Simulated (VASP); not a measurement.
A run of VASP 6.6.1 is set up as follows.

Contents of INCAR:

```
  ALGO = Normal
  EDIFF = 1E-6
  EDIFFG = -0.02
  ENCUT = 600
  GGA = PS
  IBRION = 2
  ISIF = 3
  ISMEAR = -1
  LASPH = T
  LCHARG = F
  LREAL = F
  LWAVE = F
  NELM = 100
  NSW = 80
  PREC = Accurate
  SIGMA = 0.02
```

File KPOINTS:

```
k-points
0
Gamma
  9 9 9
```

File POSCAR:

```
Pd
1.0
    0.0000000000      1.9465000000      1.9465000000
    1.9465000000      0.0000000000      1.9465000000
    1.9465000000      1.9465000000      0.0000000000
Pd
1
Direct
    0.0000000000      0.0000000000      0.0000000000
```

Potentials or basis: VASP PAW PBE potentials, release 64 (Pd).

Launch:

```console
$ cat potpaw_PBE.64/Pd/POTCAR > POTCAR
$ mpirun -np 1 vasp_std > vasp.out
```

Predict the relaxed cell.

a = 2.737 Å, b = 2.737 Å, c = 2.737 Å, α = 60.00°, β = 60.00°, γ = 60.00°.

What does it give for the relaxed volume?

14.49 Å³/atom.

Final structure:
```cif
data_structure
_symmetry_space_group_name_H-M 'P 1'
_symmetry_Int_Tables_number 1
_cell_length_a 2.7366
_cell_length_b 2.7366
_cell_length_c 2.7366
_cell_angle_alpha 60.000
_cell_angle_beta 60.000
_cell_angle_gamma 60.000
_cell_volume 14.49
loop_
_atom_site_label
_atom_site_type_symbol
_atom_site_fract_x
_atom_site_fract_y
_atom_site_fract_z
_atom_site_occupancy
Pd1 Pd 0.00000 0.00000 0.00000 1
```

Caveat: the PAW data sets were made with another functional, which shifts forces and pressure a little.
